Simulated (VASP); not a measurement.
Runs of VASP 6.6.1 on CdSe. The structure is that of space group F-43m (No. 216), or close to it. The cells are those of the table. 

```tsv
task	level	potentials or basis	cell	k mesh	cutoff (eV)	smearing	grid for exact exchange (PRECFOCK)	screening parameter	gap on the mesh (eV)	pressure (GPa)	relaxed volume (Å³/atom)
relaxation of cell and atoms	r2SCAN	VASP PAW PBE potentials, release 64 (Cd, Se)	relaxed from a = 4.382 Å, angles 60.0°, 2 atoms	6 × 6 × 6	600	fermi-dirac 0.02 eV	-	-	1.02	0.0	28.95
single point	PBE	VASP PAW PBE potentials, release 64 (Cd, Se)	a = 4.339 Å, angles 60.0°, 2 atoms	4 × 4 × 4	520	gaussian 0.01 eV	-	-	0.54	1.9	-
single point	PBE	VASP PAW PBE potentials, release 64 (Cd, Se)	a = 4.339 Å, angles 60.0°, 2 atoms	8 × 8 × 8	520	fermi-dirac 0.02 eV	-	-	0.55	(c)	-
relaxation of cell and atoms	PBEsol	VASP PAW PBE potentials, release 64 (Cd, Se)	relaxed from a = 4.382 Å, angles 60.0°, 2 atoms	6 × 6 × 6	600	fermi-dirac 0.02 eV	-	-	0.47	0.0	(a)
dielectric tensor	r2SCAN	VASP PAW PBE potentials, release 64 (Cd, Se)	a = 4.339 Å, angles 60.0°, 2 atoms	6 × 6 × 6	520	gaussian 0.01 eV	-	-	(b)	-	-
single point	LDA	VASP PAW LDA potentials, release 64 (Cd, Se)	a = 4.339 Å, angles 60.0°, 2 atoms	8 × 8 × 8	520	gaussian 0.01 eV	-	-	0.31	-2.8	-
single point	HSE06	VASP PAW PBE potentials, release 64 (Cd, Se)	a = 4.349 Å, angles 60.0°, 2 atoms	4 × 4 × 4	520	fermi-dirac 0.02 eV	Normal	0.2079 1/Å	1.48	0.2	-
dielectric tensor	PBE	VASP PAW PBE potentials, release 64 (Cd, Se)	a = 4.339 Å, angles 60.0°, 2 atoms	6 × 6 × 6	520	gaussian 0.01 eV	-	-	0.55	-	-
```

Alike in all rows: no spin polarisation.

Question: Fill in the values left out.

Answer: (a) 28.28; (b) 1.03; (c) 1.7.

Caveats: some runs use coarse meshes; the PAW data sets were made with another functional, which shifts forces and pressure a little (some runs); the gap is small at this level, which inflates the dielectric constant (some runs).

A k mesh can miss the band edges, and the runs leave out spin-orbit coupling on Cd, Se.
